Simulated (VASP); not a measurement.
Here is a VASP 6.6.1 calculation.

The input POSCAR:

```
Al2Ru
1.0
    0.0000000000      3.9898374997      4.3915250777
    2.3524746913      0.0000000000      4.3915250777
    2.3524746913      3.9898374997      0.0000000000
Al Ru
4 2
Direct
    0.0790610300      0.4209389700      0.0790610300
    0.4209389700      0.0790610300      0.4209389700
    0.1709389700      0.8290610300      0.1709389700
    0.8290610300      0.1709389700      0.8290610300
    0.7500000000      0.7500000000      0.7500000000
    0.5000000000      0.5000000000      0.5000000000
```

INCAR.step1

```
SYSTEM = Al2Ru
  PREC = Accurate
  ENCUT = 520
  ISMEAR = 0
  SIGMA = 0.01
  LREAL = .FALSE.
  LASPH = .TRUE.
  NELM = 80
  NBANDS = 29
  GGA = PE
  ALGO = Normal
  EDIFF = 1E-4
  LWAVE = .TRUE.
  LCHARG = .FALSE.
```

File INCAR.step2:

```
SYSTEM = Al2Ru
  PREC = Accurate
  ENCUT = 520
  EDIFF = 1E-7
  ISMEAR = 0
  SIGMA = 0.01
  LREAL = .FALSE.
  LASPH = .TRUE.
  NELM = 80
  ALGO = Normal
  ISIF = 2
  LWAVE = .FALSE.
  LCHARG = .FALSE.
  METAGGA = R2SCAN
  LMIXTAU = .TRUE.
  NBANDS = 29
  ISTART = 1
```

Contents of KPOINTS:

```
Automatic mesh
0
G
  4 4 4
  0 0 0
```

Potentials or basis: VASP PAW PBE potentials, release 64 (Al, Ru_pv).

Launch:

```sh
$ cat potpaw_PBE.64/Al/POTCAR potpaw_PBE.64/Ru_pv/POTCAR > POTCAR
$ cp INCAR.step1 INCAR
$ mpirun -np 1 vasp_std > vasp.out
$ cp INCAR.step2 INCAR
$ mpirun -np 1 vasp_std > vasp.out
```

(1) Estimate the largest force.

(2) Estimate the pressure.

(3) Estimate the band gap on the k mesh.

Results:

(1) 0.005 eV/Å.

(2) -0.1 GPa.

(3) 0.26 eV, indirect (least direct gap 1.37 eV).

Caveat: the k points lie up to 0.43 Å⁻¹ apart; the PAW data sets were made with another functional, which shifts forces and pressure a little.
